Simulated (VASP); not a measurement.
# HfN (Fm-3m) in VASP: notebook

Runs on HfN. Level: PBE. Tasks: single point.

Program: VASP 6.6.1. These are calculated values, not measurements. Logs are shortened: lines on timing, memory, paths and dates and some standing lists are left out, and cuts for length are marked.

## Step 1: The cell of the first run

It takes space group Fm-3m (No. 225, cubic). The conventional cell has a = 4.518 Å, b = 4.518 Å, c = 4.518 Å, α = 90.00°, β = 90.00°, γ = 90.00°. Hf (site symmetry m-3m) has 6 N at 2.26 Å within 3.0 Å. N (site symmetry m-3m) has 6 Hf at 2.26 Å within 3.0 Å.

## Step 2: Single point, PBE

The input, INCAR:

```
SYSTEM = HfN
ALGO = Normal
EDIFF = 1E-6
ENCUT = 520
GGA = PE
ISIF = 2
ISMEAR = 0
LASPH = .TRUE.
LCHARG = .FALSE.
LREAL = .FALSE.
LWAVE = .FALSE.
NBANDS = 14
NELM = 100
PREC = Accurate
SIGMA = 0.15
```

The input, KPOINTS:

```
k-points
0
G
  18 18 18
  0 0 0
```

The input, POSCAR:

```
HfN
1.0
    0.0000000000      2.2590000000      2.2590000000
    2.2590000000      0.0000000000      2.2590000000
    2.2590000000      2.2590000000      0.0000000000
Hf N
1 1
Direct
    0.0000000000      0.0000000000      0.0000000000
    0.5000000000      0.5000000000      0.5000000000
```

Potentials or basis: VASP PAW PBE potentials, release 64 (Hf_pv, N).

Started as:

```
$ cat potpaw_PBE.64/Hf_pv/POTCAR potpaw_PBE.64/N/POTCAR > POTCAR
$ mpirun -np 1 vasp_std > vasp.out
```

OUTCAR:

```text
SYSTEM = HfN
   EDIFF = 1E-6
   ENCUT = 520
   GGA = PE
   ISIF = 2
   ISMEAR = 0
   LASPH = .TRUE.
   LREAL = .FALSE.
   NELM = 100
   PREC = Accurate

 ion  position               nearest neighbor table
   1  0.000  0.000  0.000-   2 2.26   2 2.26   2 2.26   2 2.26   2 2.26   2 2.26
   2  0.500  0.500  0.500-   1 2.26   1 2.26   1 2.26   1 2.26   1 2.26   1 2.26

  LATTYP: Found a face centered cubic cell.
 ALAT       =     4.5180000000

  Lattice vectors:

 A1 = (   0.0000000000,   2.2590000000,   2.2590000000)
 A2 = (   2.2590000000,   0.0000000000,   2.2590000000)
 A3 = (   2.2590000000,   2.2590000000,   0.0000000000)

Analysis of symmetry for initial positions (statically):
=====================================================================
 Subroutine PRICEL returns:
 Original cell was already a primitive cell.

 Routine SETGRP: Setting up the symmetry group for a
 face centered cubic supercell.

 Subroutine GETGRP returns: Found 48 space group operations
 (whereof 48 operations were pure point group operations)
 out of a pool of 48 trial point group operations.

The static configuration has the point symmetry O_h .

Analysis of symmetry for dynamics (positions and initial velocities):
=====================================================================
 Subroutine PRICEL returns:
 Original cell was already a primitive cell.

 Routine SETGRP: Setting up the symmetry group for a
 face centered cubic supercell.

 Subroutine GETGRP returns: Found 48 space group operations
 (whereof 48 operations were pure point group operations)
 out of a pool of 48 trial point group operations.

The dynamic configuration has the point symmetry O_h .

 Subroutine INISYM returns: Found 48 space group operations
 (whereof 48 operations are pure point group operations),
 and found     1 'primitive' translations

----------------------------------------------------------------------------------------

                                     Primitive cell

  volume of cell :      23.0557

  direct lattice vectors                    reciprocal lattice vectors
     0.000000000  2.259000000  2.259000000    -0.221336875  0.221336875  0.221336875
     2.259000000  0.000000000  2.259000000     0.221336875 -0.221336875  0.221336875
     2.259000000  2.259000000  0.000000000     0.221336875  0.221336875 -0.221336875

  length of vectors
     3.194708437  3.194708437  3.194708437     0.383366713  0.383366713  0.383366713

  position of ions in fractional coordinates (direct lattice)
     0.000000000  0.000000000  0.000000000
     0.500000000  0.500000000  0.500000000

  ion indices of the primitive-cell ions
   primitive index   ion index
                 1           1
                 2           2

----------------------------------------------------------------------------------------

 KPOINTS: k-points

Automatic generation of k-mesh.
 Grid dimensions read from file:
 generate k-points for:   18   18   18

 Generating k-lattice:

  Cartesian coordinates                     Fractional coordinates (reciprocal lattice)
    -0.012296493  0.012296493  0.012296493     0.055555556  0.000000000  0.000000000
     0.012296493 -0.012296493  0.012296493     0.000000000  0.055555556  0.000000000
     0.012296493  0.012296493 -0.012296493     0.000000000  0.000000000  0.055555556

  Length of vectors
     0.021298151  0.021298151  0.021298151

  Shift w.r.t. Gamma in fractional coordinates (k-lattice)
     0.000000000  0.000000000  0.000000000

 Subroutine IBZKPT returns following result:
 ===========================================

 Found    195 irreducible k-points:

 Following reciprocal coordinates:
            Coordinates               Weight
  0.000000  0.000000  0.000000      1.000000
  0.055556  0.000000  0.000000      8.000000
  0.111111  0.000000  0.000000      8.000000
  0.166667  0.000000  0.000000      8.000000
  0.222222  0.000000  0.000000      8.000000
  0.277778  0.000000  0.000000      8.000000
[... 16 lines left out ...]
 -0.277778  0.055556  0.000000     24.000000
 -0.222222  0.055556  0.000000     24.000000
 [... further k-points ...]
   k-points           NKPTS =    195   k-points in BZ     NKDIM =    195   number of bands    NBANDS=     14
   number of dos      NEDOS =    301   number of ions     NIONS =      2
   total plane-waves  NPLWV =  13824
   dimension x,y,z NGX =    24 NGY =   24 NGZ =   24
   dimension x,y,z NGXF=    48 NGYF=   48 NGZF=   48
   ions per type =               1   1
   NGX,Y,Z   is equivalent  to a cutoff of  12.49, 12.49, 12.49 a.u.
   NGXF,Y,Z  is equivalent  to a cutoff of  24.98, 24.98, 24.98 a.u.
 SYSTEM =  HfN
   PREC   = accura    normal or accurate (medium, high low for compatibility)
   ISTART =      0    job   : 0-new  1-cont  2-samecut
   ICHARG =      2    charge: 1-file 2-atom 10-const
   ISPIN  =      1    spin polarized calculation?
   LNONCOLLINEAR =      F non collinear calculations
   LSORBIT =      F    spin-orbit coupling
   LASPH  =      T    aspherical Exc in radial PAW
   ENCUT  =  520.0 eV  38.22 Ry    6.18 a.u.   5.94  5.94  5.94*2*pi/ulx,y,z
   NELM   =    100;   NELMIN=  2; NELMDL= -5     # of ELM steps
   EDIFF  = 0.1E-05   stopping-criterion for ELM
   LREAL  =      F    real-space projection
   EDIFFG = 0.1E-04   stopping-criterion for IOM
   NSW    =      0    number of steps for IOM
   IBRION =     -1    ionic relax: 0-MD 1-quasi-New 2-CG
   NFREE  =      0    steps in history (QN), initial steepest desc. (CG)
   ISIF   =      2    stress and relaxation
   ISYM   =      2    0-nonsym 1-usesym 2-fastsym
   POTIM  = 0.5000    time-step for ionic-motion
   TEBEG  =    0.0;   TEEND  =   0.0 temperature during run
   PSTRESS=    0.0 pullay stress
   NELECT =      15.0000    total number of electrons
   NUPDOWN=      -1.0000    fix difference up-down
   EMIN   =  10.00;   EMAX   =-10.00  energy-range for DOS
   EFERMI =   0.00;   METHOD = LEGACY
   ISMEAR =     0;   SIGMA  =   0.15  broadening in eV -4-tet -1-fermi 0-gaus
   EFERMI_NEDOS =   21; number of points for ismear=-14 and -15
   IALGO  =     38    algorithm
   IMIX   =      4    mixing-type and parameters
     AMIX     =   0.40;   BMIX     =  1.00
     AMIX_MAG =   1.60;   BMIX_MAG =  1.00
  volume/ion in A,a.u.               =      11.53        77.79
  Fermi-wavevector in a.u.,A,eV,Ry     =   1.418553  2.680677 27.378918  2.012294
  Thomas-Fermi vector in A             =   2.539667
   LORBIT       =      0    0 simple, 1 ext, 2 COOP (PROOUT), +10 PAW based schemes
   GGA     = PE    functional components
   LHFCALC =     F    Hartree Fock is set to
   AEXX    =    0.0000 exact exchange contribution
   IVDW    =     0    specifies the selected vdW correction
   LEPSILON=     F    determine dielectric tensor
   LRPA    =     F    only Hartree local field effects (RPA)
 non-spin polarized calculation
 Gauss-broadening in eV      SIGMA  =   0.15
  energy-cutoff  :      520.00
  volume of cell :       23.06
 maximum number of plane-waves:       636
   NGX = 11   NGY = 11   NGZ = 11

 number of electron      15.0000000 magnetization

 Free energy of the ion-electron system (eV)
  ---------------------------------------------------
  ext. energy  EPLUGINS =         0.00000000
  ---------------------------------------------------
  free energy    TOTEN  =       -21.75758122 eV

  energy without entropy =      -21.75028526  energy(sigma->0) =      -21.75393324

 E-fermi :   8.3805     XC(G=0): -12.7325

 val. band max:        8.3583598698   @ k =   0.4444   0.2222   0.1111
 cond. band min:       8.4082105699   @ k =  -0.1111   0.0556   0.0000
 fundamental gap:      0.0498507001
 Fermi energy:         8.3804714993

 k-point     1 :       0.0000    0.0000    0.0000
  band No.  band energies     occupation
      1     -22.7673      2.00000
      2     -22.7673      2.00000
      3     -22.7673      2.00000
      4      -9.1258      2.00000
      5       5.3561      2.00000
      6       5.3561      2.00000
      7       5.3561      2.00000
      8       8.0390      1.99872
      9       8.0390      1.99872
     10       8.0390      1.99872
     11      10.1812      0.00000
     12      10.3543      0.00000
     13      10.3543      0.00000
     14      17.9496      0.00000

 k-point     2 :       0.0556    0.0000    0.0000
  band No.  band energies     occupation
      1     -22.7992      2.00000
      2     -22.7699      2.00000
      3     -22.7699      2.00000
      4      -9.0542      2.00000
      5       5.0289      2.00000
      6       5.1677      2.00000
      7       5.1677      2.00000
      8       8.1308      1.98141
      9       8.1466      1.97257
     10       8.1466      1.97257
     11      10.4148      0.00000
     12      10.5969      0.00000
     13      10.5969      0.00000
     14      18.1938      0.00000

 k-point     3 :       0.1111    0.0000    0.0000
  band No.  band energies     occupation
      1     -22.8898      2.00000
      2     -22.7775      2.00000
      3     -22.7775      2.00000
      4      -8.8466      2.00000
      5       4.2635      2.00000
      6       4.7113      2.00000
      7       4.7113      2.00000
      8       8.2977      1.56458
      9       8.4339      0.61439
     10       8.4339      0.61439
     11      11.0278      0.00000
     12      11.2445      0.00000
     13      11.2445      0.00000
     14      18.8836      0.00000
[... 324 lines left out ...]
 k-point    23 :      -0.2778    0.0556    0.0000
  band No.  band energies     occupation
      1     -23.4013      2.00000
      2     -22.8565      2.00000
      3     -22.8120      2.00000
      4      -7.4912      2.00000
      5       1.1908      2.00000
      6       2.8496      2.00000
      7       3.1591      2.00000
      8       9.2113      0.00000
      9       9.9820      0.00000
     10      10.8834      0.00000
     11      13.1934      0.00000
     12      14.4186      0.00000
     13      15.1526      0.00000
     14      20.5845      0.00000

 k-point    24 :      -0.2222    0.0556    0.0000
  band No.  band energies     occupation
      1     -23.2437      2.00000
      2     -22.8409      2.00000
      3     -22.7962      2.00000
      4      -7.9359      2.00000
      5       2.0002      2.00000
      6       3.2658      2.00000
      7       3.6360      2.00000
      8       8.7969      0.00009
      9       9.3410      0.00000
     10      10.2028      0.00000
     11      12.3587      0.00000
     12      13.6068      0.00000
     13      14.1154      0.00000
     14      20.5978      0.00000

 [... further k-points ...]

------------------------ aborting loop because EDIFF is reached ----------------------------------------

  FORCE on cell =-STRESS in cart. coord.  units (eV):
  Direction    XX          YY          ZZ          XY          YZ          ZX
  --------------------------------------------------------------------------------------
  -------------------------------------------------------------------------------------
  Total        0.4371297      0.4371297      0.4371297      0.0000000     -0.0000000      0.0000000
  in kB       30.3768127     30.3768127     30.3768127      0.0000000     -0.0000000      0.0000000
  external PRESSURE =      30.3768127 kB  Pullay stress =       0.0000000 kB

 VOLUME and BASIS-vectors are now :
 -----------------------------------------------------------------------------
  energy-cutoff  :      520.00
  volume of cell :       23.06
      direct lattice vectors                 reciprocal lattice vectors
     0.000000000  2.259000000  2.259000000    -0.221336875  0.221336875  0.221336875
     2.259000000  0.000000000  2.259000000     0.221336875 -0.221336875  0.221336875
     2.259000000  2.259000000  0.000000000     0.221336875  0.221336875 -0.221336875

 POSITION                                       TOTAL-FORCE (eV/Angst)
 -----------------------------------------------------------------------------------
      0.00000      0.00000      0.00000        -0.000000     -0.000000     -0.000000
      2.25900      2.25900      2.25900         0.000000      0.000000      0.000000
 -----------------------------------------------------------------------------------
    total drift:                                0.000000     -0.000000     -0.000000

  FREE ENERGIE OF THE ION-ELECTRON SYSTEM (eV)
  ---------------------------------------------------
  free  energy   TOTEN  =       -21.7575812232 eV

  energy  without entropy=      -21.7502852603  energy(sigma->0) =      -21.75393324
```

It took 31 s on 1 thread of Intel Xeon 6975P-C, shared host; peak memory 0.19 GiB.

What came out:

| Property | Result |
| --- | --- |
| Free energy | -21.7576 eV |
| Pressure | 3.0 GPa |

Caveat: spin-orbit coupling is left out, which moves the levels of the heavy elements.

## Step 3: Single point, PBE

The input, INCAR:

```
SYSTEM = HfN
ALGO     = Normal         ! electronic algorithm
EDIFF    = 1E-7           ! SCF threshold, eV
ENCUT    = 520            ! plane-wave cutoff, eV
GGA      = PE             ! functional
ISIF     = 2              ! what is computed and relaxed
ISMEAR   = 0              ! smearing method
LASPH    = .TRUE.         ! aspherical terms in the spheres
LCHARG   = .FALSE.        ! write CHGCAR
LREAL    = .FALSE.        ! projectors in reciprocal space
LWAVE    = .FALSE.        ! write WAVECAR
NBANDS   = 14             ! bands
NELM     = 80             ! most SCF steps
PREC     = Accurate       ! precision mode
SIGMA    = 0.15           ! smearing width, eV
```

The input, KPOINTS:

```
k-points
0
G
  20 20 20
  0 0 0
```

POSCAR is that of step 2.

Potentials or basis: VASP PAW PBE potentials, release 64 (Hf_pv, N).

Started as:

```
$ cat potpaw_PBE.64/Hf_pv/POTCAR potpaw_PBE.64/N/POTCAR > POTCAR
$ mpirun -np 1 vasp_std > vasp.out
```

It took 32 s on 1 thread of Intel Xeon 6975P-C, shared host; peak memory 0.21 GiB.

Results (log left out):

* Free energy: -21.7575 eV
* Pressure: 3.0 GPa

Levels at points of the mesh, in eV from the Fermi level:
```csv
k point,band 5,band 6,band 7,band 8,band 9,band 10,band 11,band 12
"(0.00, 0.00, 0.00)",-3.05,-3.05,-3.05,-0.37,-0.37,-0.37,1.77,1.94
"(0.50, 0.00, 0.00)",-8.91,-6.21,-6.21,3.25,3.68,3.68,4.40,8.81
"(0.50, 0.50, 0.00)",-5.44,-3.83,-3.72,-3.72,4.08,5.50,5.50,5.57
```

Caveat: spin-orbit coupling is left out, which moves the levels of the heavy elements.
